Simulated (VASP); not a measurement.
# MgO (P6_3mc) in VASP: vibrations by perturbation theory with PBEsol

Aim: the vibrations by perturbation theory of MgO with PBEsol.

All numbers are computed with VASP 6.6.1; they aren't measurements. Logs are shortened: lines on timing, memory, paths and dates and some standing lists are left out, and cuts for length are marked.

### 1 The cell of the first run

The structure is hexagonal, space group P6_3mc (No. 186). Conventional cell: a = 3.255 Å, b = 3.255 Å, c = 10.416 Å, α = 90.00°, β = 90.00°, γ = 120.00°. Within 2.6 Å of Mg (site symmetry 3m) lie 4 O at 1.98 Å. Within 2.6 Å of Mg (site symmetry 3m) lie 4 O at 1.98 to 1.99 Å. O (site symmetry 3m) has 4 Mg at 1.98 Å within 2.6 Å. Within 2.6 Å of O (site symmetry 3m) lie 4 Mg at 1.98 to 1.99 Å.

### 2 Vibrations by perturbation theory, PBEsol

The input, INCAR:

```
SYSTEM = MgO
PREC     = Accurate       ! precision mode
ENCUT    = 520            ! plane-wave cutoff, eV
EDIFF    = 1E-8           ! SCF threshold, eV
ISMEAR   = 0              ! smearing method
SIGMA    = 0.05           ! smearing width, eV
LREAL    = .FALSE.        ! projectors in reciprocal space
LASPH    = .TRUE.         ! aspherical terms in the spheres
NELM     = 80             ! most SCF steps
ALGO     = Normal         ! electronic algorithm
ISIF     = 2              ! what is computed and relaxed
LWAVE    = .FALSE.        ! write WAVECAR
LCHARG   = .FALSE.        ! write CHGCAR
GGA      = PS             ! functional
IBRION   = 8              ! ionic algorithm
NSW      = 1              ! ionic steps
```

The input, KPOINTS:

```
Automatic mesh
0
G
  9 9 4
  0 0 0
```

The input, POSCAR:

```
MgO
1.0
    3.2554034470      0.0000000000      0.0000000000
   -1.6277017235      2.8192620847      0.0000000000
    0.0000000000      0.0000000000     10.4160299547
Mg O
4 4
Direct
    0.3333333333      0.6666666667      0.9695925587
    0.0000000000      0.0000000000      0.2209429155
    0.0000000000      0.0000000000      0.7209429155
    0.6666666667      0.3333333333      0.4695925587
    0.3333333333      0.6666666667      0.7799203897
    0.0000000000      0.0000000000      0.5295423161
    0.0000000000      0.0000000000      0.0295423161
    0.6666666667      0.3333333333      0.2799203897
```

Potentials or basis: VASP PAW PBE potentials, release 64 (Mg, O).

Run with:

```console
> cat potpaw_PBE.64/Mg/POTCAR potpaw_PBE.64/O/POTCAR > POTCAR
> mpirun -np 1 vasp_std > vasp.out
```

OUTCAR:

```text
SYSTEM = MgO
   PREC = Accurate
   ENCUT = 520
   EDIFF = 1E-8
   ISMEAR = 0
   LREAL = .FALSE.
   LASPH = .TRUE.
   NELM = 80
   ISIF = 2
   GGA = PS
   IBRION = 8
   NSW = 1

 ion  position               nearest neighbor table
   1  0.333  0.667  0.970-   5 1.98   7 1.98   7 1.98   7 1.98   3 3.20   3 3.20   3 3.20   2 3.22
                             2 3.22   2 3.22
   2  0.000  0.000  0.221-   8 1.98   8 1.98   8 1.98   7 1.99   4 3.20   4 3.20   4 3.20   1 3.22
                             1 3.22   1 3.22
   3  0.000  0.000  0.721-   5 1.98   5 1.98   5 1.98   6 1.99   1 3.20   1 3.20   1 3.20   4 3.22
                             4 3.22   4 3.22
   4  0.667  0.333  0.470-   8 1.98   6 1.98   6 1.98   6 1.98   2 3.20   2 3.20   2 3.20   3 3.22
                             3 3.22   3 3.22
   5  0.333  0.667  0.780-   1 1.98   3 1.98   3 1.98   3 1.98
   6  0.000  0.000  0.530-   4 1.98   4 1.98   4 1.98   3 1.99
   7  0.000  0.000  0.030-   1 1.98   1 1.98   1 1.98   2 1.99
   8  0.667  0.333  0.280-   4 1.98   2 1.98   2 1.98   2 1.98

  LATTYP: Found a hexagonal cell.
 ALAT       =     3.2554034470
 C/A-ratio  =     3.1996126208

  Lattice vectors:

 A1 = (   3.2554034470,   0.0000000000,   0.0000000000)
 A2 = (  -1.6277017235,   2.8192620847,   0.0000000000)
 A3 = (   0.0000000000,   0.0000000000,  10.4160299547)

Analysis of symmetry for initial positions (statically):
=====================================================================
 Subroutine PRICEL returns:
 Original cell was already a primitive cell.

 Routine SETGRP: Setting up the symmetry group for a
 hexagonal supercell.

 Subroutine GETGRP returns: Found 12 space group operations
 (whereof  6 operations were pure point group operations)
 out of a pool of 24 trial point group operations.

[... 819 lines left out ...]

 INTERNAL STRAIN TENSOR  FOR ION    6  DIRECTION 3   (eV/Angst):
 -----------------------------------------------------------------------------
    -4.44180  0.00000  0.00000
    -0.00000 -4.44180 -0.00000
     0.00000  0.00000  9.00261

 INTERNAL STRAIN TENSOR FOR ION    8 for displacements in x,y,z  (eV/Angst):
          X           Y           Z          XY          YZ          ZX
  --------------------------------------------------------------------------------
  x    -0.00000     0.00000    -0.00000    -7.88171     0.00000    -3.99463
  y    -7.88171     7.88171    -0.00000     0.00000    -3.93487     0.00000
  z    -4.31073    -4.31073     9.94696     0.00000    -0.00000     0.00000

 SECOND DERIVATIVES (NOT SYMMETRIZED)
 ------------------------------------
               1X          1Y          1Z          2X          2Y          2Z          3X          3Y          3Z          4X          4Y          4Z          5X          5Y          5Z          6X          6Y          6Z          7X          7Y          7Z          8X          8Y          8Z
  1X    -9.401428    0.000000    0.000000    0.235958   -0.000000    0.000000    0.236823   -0.000000   -0.000000   -0.006148    0.000000    0.000000    0.521145    0.000000   -0.000000    0.006948   -0.000000   -0.000000    8.463835   -0.000000    0.000000   -0.057134   -0.000000    0.000000
  1Y     0.000000   -9.401428    0.000000    0.000000    0.235958    0.000000    0.000000    0.236823    0.000000   -0.000000   -0.006148    0.000000    0.000000    0.521145    0.000000   -0.000000    0.006948    0.000000   -0.000000    8.463835    0.000000    0.000000   -0.057134    0.000000
  1Z    -0.000000   -0.000000  -16.322370   -0.000000    0.000000    2.767576   -0.000000    0.000000    2.583153    0.000000    0.000000    2.060917    0.000000    0.000000    6.569093    0.000000    0.000000   -2.144624   -0.000000    0.000000    6.389850   -0.000000    0.000000   -1.903595
  2X     0.235802   -0.000000    0.000000   -9.765270   -0.000000   -0.000000    0.011694    0.000000    0.000000    0.236700   -0.000000    0.000000    0.011407    0.000000   -0.000000    0.092858   -0.000000    0.000000    0.545859    0.000000   -0.000000    8.630949    0.000000    0.000000
  2Y     0.000000    0.235802    0.000000    0.000000   -9.765270    0.000000    0.000000    0.011694    0.000000    0.000000    0.236700    0.000000    0.000000    0.011407    0.000000   -0.000000    0.092858    0.000000    0.000000    0.545859    0.000000    0.000000    8.630949    0.000000
  2Z    -0.000000    0.000000    2.766545    0.000000    0.000000  -15.024774    0.000000   -0.000000    2.227530   -0.000000   -0.000000    2.584798    0.000000    0.000000   -2.202389    0.000000   -0.000000   -2.223743    0.000000    0.000000    5.705106    0.000000    0.000000    6.166927
  3X     0.236700    0.000000    0.000000    0.011694    0.000000    0.000000   -9.765270   -0.000000    0.000000    0.235802    0.000000    0.000000    8.630949    0.000000    0.000000    0.545859    0.000000    0.000000    0.092858   -0.000000   -0.000000    0.011407    0.000000    0.000000
  3Y     0.000000    0.236700    0.000000    0.000000    0.011694   -0.000000    0.000000   -9.765270    0.000000   -0.000000    0.235802    0.000000    0.000000    8.630949    0.000000    0.000000    0.545859    0.000000    0.000000    0.092858    0.000000    0.000000    0.011407    0.000000
  3Z     0.000000   -0.000000    2.584798    0.000000    0.000000    2.227530    0.000000    0.000000  -15.024774    0.000000    0.000000    2.766545   -0.000000    0.000000    6.166927   -0.000000    0.000000    5.705106    0.000000    0.000000   -2.223743    0.000000    0.000000   -2.202389
  4X    -0.006148    0.000000    0.000000    0.236823   -0.000000    0.000000    0.235958    0.000000   -0.000000   -9.401428    0.000000   -0.000000   -0.057134    0.000000    0.000000    8.463835   -0.000000    0.000000    0.006948    0.000000    0.000000    0.521145   -0.000000    0.000000
  4Y     0.000000   -0.006148    0.000000    0.000000    0.236823   -0.000000    0.000000    0.235958    0.000000    0.000000   -9.401428    0.000000    0.000000   -0.057134    0.000000    0.000000    8.463835    0.000000   -0.000000    0.006948    0.000000   -0.000000    0.521145   -0.000000
  4Z    -0.000000    0.000000    2.060917    0.000000    0.000000    2.583153    0.000000    0.000000    2.767576    0.000000    0.000000  -16.322370    0.000000   -0.000000   -1.903595    0.000000   -0.000000    6.389850   -0.000000   -0.000000   -2.144624   -0.000000    0.000000    6.569093
  5X     0.526163   -0.000000    0.000000    0.016596    0.000000    0.000000    8.635283   -0.000000    0.000000   -0.051801   -0.000000   -0.000000   -9.597236    0.000000    0.000000    0.216811    0.000000    0.000000    0.237728   -0.000000    0.000000    0.016456    0.000000    0.000000
  5Y     0.000000    0.526163    0.000000    0.000000    0.016596    0.000000    0.000000    8.635283    0.000000    0.000000   -0.051801    0.000000   -0.000000   -9.597236    0.000000   -0.000000    0.216811    0.000000    0.000000    0.237728    0.000000    0.000000    0.016456    0.000000
  5Z     0.000000   -0.000000    6.551015    0.000000    0.000000   -2.184117    0.000000    0.000000    6.151182    0.000000   -0.000000   -1.901000   -0.000000    0.000000  -14.981018    0.000000    0.000000    2.137961    0.000000   -0.000000    2.138459    0.000000   -0.000000    2.087517
  6X     0.012960    0.000000    0.000000    0.098284    0.000000   -0.000000    0.551775   -0.000000    0.000000    8.469145    0.000000    0.000000    0.217970    0.000000    0.000000   -9.590971    0.000000    0.000000    0.001970    0.000000   -0.000000    0.238867    0.000000   -0.000000
  6Y     0.000000    0.012960    0.000000   -0.000000    0.098284    0.000000    0.000000    0.551775    0.000000    0.000000    8.469145    0.000000    0.000000    0.217970    0.000000    0.000000   -9.590971    0.000000    0.000000    0.001970    0.000000   -0.000000    0.238867    0.000000
  6Z     0.000000    0.000000   -2.114418    0.000000    0.000000   -2.213386    0.000000    0.000000    5.681638    0.000000    0.000000    6.363641    0.000000   -0.000000    2.136901    0.000000    0.000000  -14.170251    0.000000   -0.000000    2.175662   -0.000000    0.000000    2.140214
  7X     8.469145    0.000000    0.000000    0.551775   -0.000000   -0.000000    0.098284    0.000000    0.000000    0.012960    0.000000    0.000000    0.238867    0.000000    0.000000    0.001970   -0.000000    0.000000   -9.590971   -0.000000    0.000000    0.217970   -0.000000    0.000000
  7Y     0.000000    8.469145    0.000000    0.000000    0.551775    0.000000   -0.000000    0.098284    0.000000    0.000000    0.012960    0.000000    0.000000    0.238867    0.000000   -0.000000    0.001970   -0.000000    0.000000   -9.590971    0.000000   -0.000000    0.217970    0.000000
  7Z     0.000000    0.000000    6.363641    0.000000    0.000000    5.681638    0.000000    0.000000   -2.213386    0.000000    0.000000   -2.114418    0.000000   -0.000000    2.140214    0.000000    0.000000    2.175662    0.000000   -0.000000  -14.170251    0.000000    0.000000    2.136901
  8X    -0.051801    0.000000    0.000000    8.635283    0.000000   -0.000000    0.016596    0.000000    0.000000    0.526163    0.000000    0.000000    0.016456    0.000000    0.000000    0.237728    0.000000   -0.000000    0.216811    0.000000    0.000000   -9.597236    0.000000   -0.000000
  8Y    -0.000000   -0.051801    0.000000    0.000000    8.635283    0.000000    0.000000    0.016596    0.000000    0.000000    0.526163    0.000000    0.000000    0.016456   -0.000000    0.000000    0.237728   -0.000000   -0.000000    0.216811   -0.000000   -0.000000   -9.597236   -0.000000
  8Z     0.000000    0.000000   -1.901000    0.000000   -0.000000    6.151182   -0.000000    0.000000   -2.184117    0.000000    0.000000    6.551015    0.000000    0.000000    2.087517    0.000000    0.000000    2.138459    0.000000   -0.000000    2.137961    0.000000    0.000000  -14.981018

 Eigenvectors and eigenvalues of the dynamical matrix
 ----------------------------------------------------

   1 f  =   19.376143 THz   121.743896 2PiTHz  646.318557 cm-1    80.133252 meV
             X         Y         Z           dx          dy          dz
     -0.000000  1.879508 10.099305     0.000000    0.000000    0.397062
      0.000000  0.000000  2.301348     0.000000    0.000000   -0.176885
      0.000000  0.000000  7.509363     0.000000   -0.000000    0.176885
      1.627702  0.939754  4.891290     0.000000    0.000000   -0.397062
     -0.000000  1.879508  8.123674     0.000000    0.000000   -0.522587
      0.000000  0.000000  5.515729     0.000000    0.000000    0.194824
      0.000000  0.000000  0.307714    -0.000000   -0.000000   -0.194824
      1.627702  0.939754  2.915659    -0.000000    0.000000    0.522587
[... 243 lines left out ...]
  24 f/i=    0.008924 THz     0.056069 2PiTHz    0.297662 cm-1     0.036905 meV
             X         Y         Z           dx          dy          dz
     -0.000000  1.879508 10.099305     0.387227    0.029177   -0.000000
      0.000000  0.000000  2.301348     0.387482    0.029196   -0.000000
      0.000000  0.000000  7.509363     0.387482    0.029196   -0.000000
      1.627702  0.939754  4.891290     0.387227    0.029177   -0.000000
     -0.000000  1.879508  8.123674     0.314059    0.023664   -0.000000
      0.000000  0.000000  5.515729     0.313779    0.023643   -0.000000
      0.000000  0.000000  0.307714     0.313779    0.023643   -0.000000
      1.627702  0.939754  2.915659     0.314059    0.023664   -0.000000

--------------------------------------------------------------------------------------------------------

 ELASTIC MODULI CONTR FROM IONIC RELAXATION (kBar)
 Direction    XX          YY          ZZ          XY          YZ          ZX
 --------------------------------------------------------------------------------
 XX        -622.1108    302.9834    343.7024     -0.0000     -0.0000      0.0000
 YY         302.9834   -622.1108    343.7024      0.0000     -0.0000     -0.0000
 ZZ         343.7024    343.7024   -742.6453      0.0000      0.0000      0.0000
 XY          -0.0000      0.0000      0.0000   -462.5471      0.0000      0.0000
 YZ           0.0000     -0.0000      0.0000      0.0000   -126.2868      0.0000
 ZX           0.0000     -0.0000      0.0000      0.0000      0.0000   -133.0102
 --------------------------------------------------------------------------------
```

Wall time 52 min (1 thread of Oxide Virtual Turin-like, shared host); peak memory 0.7 GiB.

What came out:

```
Highest phonon frequency at Γ, LO-TO splitting left out : 646 cm⁻¹
```

Phonon frequencies in cm⁻¹ (negative: imaginary):
| q point | frequencies |
| --- | --- |
| (0.000, 0.000, 0.000) | 0 0 0 114 114 123 123 165 165 269 275 452 485 504 504 504 504 508 508 509 509 535 633 646 |
